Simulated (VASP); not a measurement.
Here is a VASP 6.6.1 calculation.

File INCAR:

```
SYSTEM = Na
  PREC = Accurate
  ENCUT = 600
  EDIFF = 1E-7
  ISMEAR = 0
  SIGMA = 0.1
  LREAL = .False.
  LASPH = .True.
  NELM = 80
  ALGO = Normal
  ISIF = 3
  LWAVE = .False.
  LCHARG = .False.
  GGA = PS
  IBRION = 2
  NSW = 80
  EDIFFG = -0.01
```

Contents of KPOINTS:

```
Automatic mesh
0
Gamma
  14 14 14
  0 0 0
```

File POSCAR:

```
Na
1.0
   -2.0882015783      2.0882015783      2.0882015783
    2.0882015783     -2.0882015783      2.0882015783
    2.0882015783      2.0882015783     -2.0882015783
Na
1
Direct
    0.0000000000      0.0000000000      0.0000000000
```

Potentials or basis: VASP PAW PBE potentials, release 64 (Na_pv).

Run with:

```bash
$ cat potpaw_PBE.64/Na_pv/POTCAR > POTCAR
$ mpirun -np 1 vasp_std > vasp.out
```

(1) What does it give for the band gap on the k mesh?

## Answers

(1) zero (an odd number of electrons rules out a gap without spin polarisation).

Caveat: the relaxation stopped at its first step, so nothing moved.
